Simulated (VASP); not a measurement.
# ZnS: single point with PBE

The system is ZnS.

```xyz
2
Lattice="0.0000 2.7216 2.7216 2.7216 0.0000 2.7216 2.7216 2.7216 0.0000" Properties=species:S:1:pos:R:3 pbc="T T T"
Zn    0.0000    0.0000    0.0000
S     3.8702    3.8702    4.0823
```

This cell differs from its parent crystal: atom 2 (S) moved by (-0.300, +0.000) A along [1 1 0] and z.

| Item | Value |
| --- | --- |
| Program | VASP 6.6.1 |
| Task | single point |
| Functional | PBE |
| Potentials or basis | VASP PAW PBE potentials, release 64 (Zn, S) |
| Cutoff | 520 eV |
| k mesh | 8 × 8 × 8 |
| Occupations | gaussian, width 0.05 eV |
| Spin | no spin polarisation |
| Dipole correction | no |
| Further INCAR settings | ALGO = Normal; EDIFF = 1e-07; NBANDS = 16 |

```json
{
 "Pressure": "3.1 GPa",
 "Largest force": "2.123 eV/Å",
 "Band gap on the k mesh": "1.95 eV"
}
```

Forces on the atoms (eV/Å):
```
Zn  -1.317 -1.317  1.019
S    1.317  1.317 -1.019
```

Stress tensor (GPa, compression positive):
```
 2.50  3.44 -5.07
 3.44  2.50 -5.07
-5.07 -5.07  4.28
```

Levels at points of the mesh, in eV from the valence-band top:
```csv
k point,band 5,band 6,band 7,band 8,band 9,band 10,band 11,band 12,band 13,band 14
"(0.00, 0.00, 0.00)",-6.05,-6.04,-0.50,-0.03,0.00,1.95,6.18,6.44,6.71,11.36
"(0.50, 0.00, 0.00)",-6.00,-5.87,-5.15,-1.38,-0.48,3.16,6.06,7.73,8.61,11.69
"(0.00, 0.00, 0.50)",-6.05,-5.95,-5.59,-1.33,-0.77,3.56,6.65,7.64,8.84,11.71
"(0.50, 0.50, 0.50)",-5.98,-5.81,-4.67,-1.16,-0.55,2.81,6.03,7.06,8.39,11.86
"(0.50, 0.50, 0.00)",-5.98,-5.85,-4.65,-2.32,-1.96,3.19,3.89,10.62,11.70,12.14
"(0.00, 0.50, 0.50)",-5.99,-5.85,-4.55,-2.30,-2.10,3.04,4.13,10.56,11.55,12.15
```

Wall time 2.9 min on 1 thread of Intel Xeon 8259CL, on a shared host, peak memory 0.24 GiB.

Caveat: the cell differs from its parent crystal (atom 2 (S) moved by (-0.300, +0.000) A along [1 1 0] and z); the cell stands under pressure; forces of over 1 eV/Å act on the atoms, so gaps and moduli don't describe the material at rest.
